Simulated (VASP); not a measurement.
# MgS (Fm-3m) in VASP: notebook

Aim: see how the results for MgS move with the level of theory and the settings. Levels: HSE06, PBE0, HF. Tasks: single point.

Program: VASP 6.6.1. These are calculated values, not measurements. Logs are shortened: lines on timing, memory, paths and dates and some standing lists are left out, and cuts for length are marked.

## Step 1: The cell of the first run

The structure is cubic, space group Fm-3m (No. 225). Conventional cell: a = 5.203 Å, b = 5.203 Å, c = 5.203 Å, α = 90.00°, β = 90.00°, γ = 90.00°. Mg (site symmetry m-3m) has 6 S at 2.60 Å within 3.4 Å. Within 3.4 Å of S (site symmetry m-3m) lie 6 Mg at 2.60 Å.

## Step 2: Single point, HSE06

File POSCAR:

```
MgS
1.0
    0.0000000000      2.6015176528      2.6015176528
    2.6015176528      0.0000000000      2.6015176528
    2.6015176528      2.6015176528      0.0000000000
Mg S
1 1
Direct
    0.0000000000      0.0000000000      0.0000000000
    0.5000000000      0.5000000000      0.5000000000
```

File INCAR.step1:

```
ALGO     = Normal         # electronic algorithm
EDIFF    = 1E-5           # SCF threshold, eV
ENCUT    = 520            # plane-wave cutoff, eV
GGA      = PE             # functional
ISIF     = 2              # what is computed and relaxed
ISMEAR   = 0              # smearing method
LASPH    = True           # aspherical terms in the spheres
LREAL    = False          # projectors in reciprocal space
LWAVE    = True           # write WAVECAR
NBANDS   = 11             # bands
NELM     = 80             # most SCF steps
PREC     = Accurate       # precision mode
SIGMA    = 0.01           # smearing width, eV
```

File INCAR.step2:

```
ALGO     = Normal         # electronic algorithm
EDIFF    = 1E-7           # SCF threshold, eV
ENCUT    = 520            # plane-wave cutoff, eV
GGA      = PE             # functional
HFSCREEN = 0.2079         # screening, 1/A
ISIF     = 2              # what is computed and relaxed
ISMEAR   = 0              # smearing method
ISTART   = 1            
LASPH    = True           # aspherical terms in the spheres
LCHARG   = True           # write CHGCAR
LELF     = True           # ELF
LHFCALC  = True           # exact exchange
LREAL    = False          # projectors in reciprocal space
LVHAR    = True         
LWAVE    = False          # write WAVECAR
NBANDS   = 11             # bands
NELM     = 80             # most SCF steps
PREC     = Accurate       # precision mode
PRECFOCK = Normal       
SIGMA    = 0.01           # smearing width, eV
```

File KPOINTS:

```
k-points
0
Gamma
  6 6 6
```

Potentials or basis: VASP PAW PBE potentials, release 64 (Mg, S).

Started as:

```sh
> cat potpaw_PBE.64/Mg/POTCAR potpaw_PBE.64/S/POTCAR > POTCAR
> cp INCAR.step1 INCAR
> mpirun -np 1 vasp_std > vasp.out
> cp INCAR.step2 INCAR
> mpirun -np 1 vasp_std > vasp.out
```

OUTCAR:

```text
EDIFF = 1E-7
   ENCUT = 520
   GGA = PE
   HFSCREEN = 0.2079
   ISIF = 2
   ISMEAR = 0
   ISTART = 1
   LASPH = True
   LHFCALC = True
   LREAL = False
   NELM = 80
   PREC = Accurate
   PRECFOCK = Normal

 ion  position               nearest neighbor table
   1  0.000  0.000  0.000-   2 2.60   2 2.60   2 2.60   2 2.60   2 2.60   2 2.60
   2  0.500  0.500  0.500-   1 2.60   1 2.60   1 2.60   1 2.60   1 2.60   1 2.60

  LATTYP: Found a face centered cubic cell.
 ALAT       =     5.2030353056

  Lattice vectors:

 A1 = (   0.0000000000,   2.6015176528,   2.6015176528)
 A2 = (   2.6015176528,   0.0000000000,   2.6015176528)
 A3 = (   2.6015176528,   2.6015176528,   0.0000000000)

Analysis of symmetry for initial positions (statically):
=====================================================================
 Subroutine PRICEL returns:
 Original cell was already a primitive cell.

 Routine SETGRP: Setting up the symmetry group for a
 face centered cubic supercell.

 Subroutine GETGRP returns: Found 48 space group operations
 (whereof 48 operations were pure point group operations)
 out of a pool of 48 trial point group operations.

The static configuration has the point symmetry O_h .

Analysis of symmetry for dynamics (positions and initial velocities):
=====================================================================
 Subroutine PRICEL returns:
 Original cell was already a primitive cell.

 Routine SETGRP: Setting up the symmetry group for a
 face centered cubic supercell.

 Subroutine GETGRP returns: Found 48 space group operations
 (whereof 48 operations were pure point group operations)
 out of a pool of 48 trial point group operations.

The dynamic configuration has the point symmetry O_h .

 Subroutine INISYM returns: Found 48 space group operations
 (whereof 48 operations are pure point group operations),
 and found     1 'primitive' translations

----------------------------------------------------------------------------------------

                                     Primitive cell

  volume of cell :      35.2136

  direct lattice vectors                    reciprocal lattice vectors
     0.000000000  2.601517653  2.601517653    -0.192195505  0.192195505  0.192195505
     2.601517653  0.000000000  2.601517653     0.192195505 -0.192195505  0.192195505
     2.601517653  2.601517653  0.000000000     0.192195505  0.192195505 -0.192195505

  length of vectors
     3.679101547  3.679101547  3.679101547     0.332892380  0.332892380  0.332892380

  position of ions in fractional coordinates (direct lattice)
     0.000000000  0.000000000  0.000000000
     0.500000000  0.500000000  0.500000000

  ion indices of the primitive-cell ions
   primitive index   ion index
                 1           1
                 2           2

----------------------------------------------------------------------------------------

 KPOINTS: k-points

Automatic generation of k-mesh.
 Grid dimensions read from file:
 generate k-points for:    6    6    6

 Generating k-lattice:

  Cartesian coordinates                     Fractional coordinates (reciprocal lattice)
    -0.032032584  0.032032584  0.032032584     0.166666667  0.000000000  0.000000000
     0.032032584 -0.032032584  0.032032584     0.000000000  0.166666667  0.000000000
     0.032032584  0.032032584 -0.032032584     0.000000000  0.000000000  0.166666667

  Length of vectors
     0.055482063  0.055482063  0.055482063

  Shift w.r.t. Gamma in fractional coordinates (k-lattice)
     0.000000000  0.000000000  0.000000000

 Subroutine IBZKPT returns following result:
 ===========================================

 Found     16 irreducible k-points:

 Following reciprocal coordinates:
            Coordinates               Weight
  0.000000  0.000000  0.000000      1.000000
  0.166667  0.000000  0.000000      8.000000
  0.333333  0.000000  0.000000      8.000000
  0.500000  0.000000  0.000000      4.000000
  0.166667  0.166667  0.000000      6.000000
  0.333333  0.166667  0.000000     24.000000
[... 8 lines left out ...]
 -0.333333  0.333333  0.166667     24.000000
 -0.333333  0.500000  0.166667     12.000000
   k-points           NKPTS =     16   k-points in BZ     NKDIM =    216   number of bands    NBANDS=     11
   number of dos      NEDOS =    301   number of ions     NIONS =      2
   total plane-waves  NPLWV =  21952
   dimension x,y,z NGX =    28 NGY =   28 NGZ =   28
   dimension x,y,z NGXF=    56 NGYF=   56 NGZF=   56
   ions per type =               1   1
   NGX,Y,Z   is equivalent  to a cutoff of  12.65, 12.65, 12.65 a.u.
   NGXF,Y,Z  is equivalent  to a cutoff of  25.30, 25.30, 25.30 a.u.
 SYSTEM =  unknown system
   PREC   = accura    normal or accurate (medium, high low for compatibility)
   ISTART =      1    job   : 0-new  1-cont  2-samecut
   ICHARG =      0    charge: 1-file 2-atom 10-const
   ISPIN  =      1    spin polarized calculation?
   LNONCOLLINEAR =      F non collinear calculations
   LSORBIT =      F    spin-orbit coupling
   LASPH  =      T    aspherical Exc in radial PAW
   ENCUT  =  520.0 eV  38.22 Ry    6.18 a.u.   6.84  6.84  6.84*2*pi/ulx,y,z
   NELM   =     80;   NELMIN=  2; NELMDL=  0     # of ELM steps
   EDIFF  = 0.1E-06   stopping-criterion for ELM
   LREAL  =      F    real-space projection
   EDIFFG = 0.1E-05   stopping-criterion for IOM
   NSW    =      0    number of steps for IOM
   IBRION =     -1    ionic relax: 0-MD 1-quasi-New 2-CG
   NFREE  =      0    steps in history (QN), initial steepest desc. (CG)
   ISIF   =      2    stress and relaxation
   ISYM   =      3    0-nonsym 1-usesym 2-fastsym
   POTIM  = 0.5000    time-step for ionic-motion
   TEBEG  =    0.0;   TEEND  =   0.0 temperature during run
   PSTRESS=    0.0 pullay stress
   NELECT =       8.0000    total number of electrons
   NUPDOWN=      -1.0000    fix difference up-down
   EMIN   =  10.00;   EMAX   =-10.00  energy-range for DOS
   EFERMI =   0.00;   METHOD = LEGACY
   ISMEAR =     0;   SIGMA  =   0.01  broadening in eV -4-tet -1-fermi 0-gaus
   EFERMI_NEDOS =   21; number of points for ismear=-14 and -15
   IALGO  =     38    algorithm
   IMIX   =      1    mixing-type and parameters
     AMIX     =   0.40;   BMIX     =  1.00
     AMIX_MAG =   1.60;   BMIX_MAG =  1.00
  volume/ion in A,a.u.               =      17.61       118.82
  Fermi-wavevector in a.u.,A,eV,Ry     =   0.998929  1.887703 13.576704  0.997860
  Thomas-Fermi vector in A             =   2.131186
   LORBIT       =      0    0 simple, 1 ext, 2 COOP (PROOUT), +10 PAW based schemes
   GGA     = PE    functional components
   LHFCALC =     T    Hartree Fock is set to
   PRECFOCK=normal    Normal, Fast or Accurate (Low or Medium for compatibility)
   ENCUT4O =  -1.0   cutoff for four orbital integrals eV
   NKREDX  =     1    reduce k-point grid by
   NKREDY  =     1    reduce k-point grid by
   NKREDZ  =     1    reduce k-point grid by
   AEXX    =    0.2500 exact exchange contribution
   HFSCREEN=    0.2079 screening length (either q_TF or 0.3 A-1)
   HFSCREENC=   0.2079 screening length for correlation (either q_TF or 0.3 A-1)
   ENCUTFOCK=  -1.0 apply spherical cutoff to Coloumb kernel
   IVDW    =     0    specifies the selected vdW correction
   LEPSILON=     F    determine dielectric tensor
   LRPA    =     F    only Hartree local field effects (RPA)
 non-spin polarized calculation
 Gauss-broadening in eV      SIGMA  =   0.01
  energy-cutoff  :      520.00
  volume of cell :       35.21
 maximum number of plane-waves:       960
  NGX = 24; NGY = 24; NGZ = 24

 number of electron       8.0000000 magnetization

 Free energy of the ion-electron system (eV)
  ---------------------------------------------------
  ext. energy  EPLUGINS =         0.00000000
  ---------------------------------------------------
  free energy    TOTEN  =        -9.88697216 eV

  energy without entropy =       -9.88697216  energy(sigma->0) =       -9.88697216

 E-fermi :   3.1227     XC(G=0):  -8.0503

 val. band max:        3.0652359876   @ k =   0.0000   0.0000   0.0000
 cond. band min:       6.8159327127   @ k =   0.5000   0.5000   0.0000
 fundamental gap:      3.7506967251
 Fermi energy:         3.1226775608

 k-point     1 :       0.0000    0.0000    0.0000
  band No.  band energies     occupation
      1     -10.8990      2.00000
      2       3.0652      2.00000
      3       3.0652      2.00000
      4       3.0652      2.00000
      5       7.8609      0.00000
      6      12.1696      0.00000
      7      12.1696      0.00000
      8      12.1696      0.00000
      9      14.7542      0.00000
     10      14.7542      0.00000
     11      16.7991      0.00000

 k-point     2 :       0.1667    0.0000    0.0000
  band No.  band energies     occupation
      1     -10.6099      2.00000
      2       1.3370      2.00000
      3       2.8820      2.00000
      4       2.8820      2.00000
      5       8.9740      0.00000
      6      11.8848      0.00000
      7      12.4651      0.00000
      8      12.4651      0.00000
      9      14.0060      0.00000
     10      14.0060      0.00000
     11      16.8918      0.00000

 k-point     3 :       0.3333    0.0000    0.0000
  band No.  band energies     occupation
      1      -9.9122      2.00000
      2      -1.1052      2.00000
      3       2.5618      2.00000
      4       2.5618      2.00000
      5       8.8815      0.00000
      6      11.5712      0.00000
      7      11.5712      0.00000
      8      13.8226      0.00000
      9      15.9446      0.00000
     10      15.9484      0.00000
     11      15.9484      0.00000

 k-point     4 :       0.5000    0.0000    0.0000
  band No.  band energies     occupation
      1      -9.4670      2.00000
      2      -2.2046      2.00000
      3       2.4197      2.00000
      4       2.4197      2.00000
      5       8.6201      0.00000
      6      11.1171      0.00000
      7      11.1171      0.00000
      8      14.6577      0.00000
      9      16.5886      0.00000
     10      19.0218      0.00000
     11      19.0218      0.00000
[... 127 lines left out ...]
 k-point    14 :       0.5000    0.3333    0.1667
  band No.  band energies     occupation
      1      -9.4351      2.00000
      2      -0.9378      2.00000
      3       0.6838      2.00000
      4       1.7374      2.00000
      5       9.4602      0.00000
      6      10.7672      0.00000
      7      11.5640      0.00000
      8      14.2867      0.00000
      9      16.0132      0.00000
     10      19.3649      0.00000
     11      20.0318      0.00000

 k-point    15 :      -0.3333    0.3333    0.1667
  band No.  band energies     occupation
      1      -9.1320      2.00000
      2      -1.2043      2.00000
      3       0.1148      2.00000
      4       1.3600      2.00000
      5       9.4892      0.00000
      6      10.9149      0.00000
      7      13.0062      0.00000
      8      13.2791      0.00000
      9      16.6978      0.00000
     10      18.5066      0.00000
     11      20.3948      0.00000

 k-point    16 :      -0.3333    0.5000    0.1667
  band No.  band energies     occupation
      1      -9.0183      2.00000
      2      -1.0373      2.00000
      3       0.2557      2.00000
      4       0.6953      2.00000
      5       8.5244      0.00000
      6      10.3433      0.00000
      7      13.5435      0.00000
      8      14.1883      0.00000
      9      18.4183      0.00000
     10      19.6651      0.00000
     11      20.1342      0.00000

------------------------ aborting loop because EDIFF is reached ----------------------------------------

  FORCE on cell =-STRESS in cart. coord.  units (eV):
  Direction    XX          YY          ZZ          XY          YZ          ZX
  --------------------------------------------------------------------------------------
  -------------------------------------------------------------------------------------
  Total       -0.1564472     -0.1564472     -0.1564472     -0.0000000      0.0000000     -0.0000000
  in kB       -7.1181662     -7.1181662     -7.1181662     -0.0000000      0.0000000     -0.0000000
  external PRESSURE =      -7.1181662 kB  Pullay stress =       0.0000000 kB

 VOLUME and BASIS-vectors are now :
 -----------------------------------------------------------------------------
  energy-cutoff  :      520.00
  volume of cell :       35.21
      direct lattice vectors                 reciprocal lattice vectors
     0.000000000  2.601517653  2.601517653    -0.192195505  0.192195505  0.192195505
     2.601517653  0.000000000  2.601517653     0.192195505 -0.192195505  0.192195505
     2.601517653  2.601517653  0.000000000     0.192195505  0.192195505 -0.192195505

 POSITION                                       TOTAL-FORCE (eV/Angst)
 -----------------------------------------------------------------------------------
      0.00000      0.00000      0.00000         0.000000     -0.000000     -0.000000
      2.60152      2.60152      2.60152        -0.000000      0.000000      0.000000
 -----------------------------------------------------------------------------------
    total drift:                               -0.000048     -0.000061     -0.000061

  FREE ENERGIE OF THE ION-ELECTRON SYSTEM (eV)
  ---------------------------------------------------
  free  energy   TOTEN  =        -9.8869721577 eV

  energy  without entropy=       -9.8869721577  energy(sigma->0) =       -9.88697216
```

Run time: 14 min. Hardware: 1 thread of Intel Xeon Platinum 8124M at 3.00GHz (Skylake/Cascade Lake), shared host; peak memory 0.28 GiB.

What came out:

* Free energy: -9.8870 eV
* Pressure: -0.7 GPa
* Band gap on the k mesh: 3.75 eV (least direct gap 4.80 eV)

Levels at points of the mesh, in eV from the valence-band top:
```tsv
k point	band 1	band 2	band 3	band 4	band 5	band 6	band 7	band 8
(0.00, 0.00, 0.00)	-13.96	0.00	0.00	0.00	4.80	9.10	9.10	9.10
(0.50, 0.00, 0.00)	-12.53	-5.27	-0.65	-0.65	5.55	8.05	8.05	11.59
(0.50, 0.50, 0.00)	-12.12	-4.60	-1.84	-1.84	3.75	5.34	13.52	14.34
```

Caveat: the PAW data sets were made with another functional, which shifts forces and pressure a little.

(Continued in part 2 of 2.)
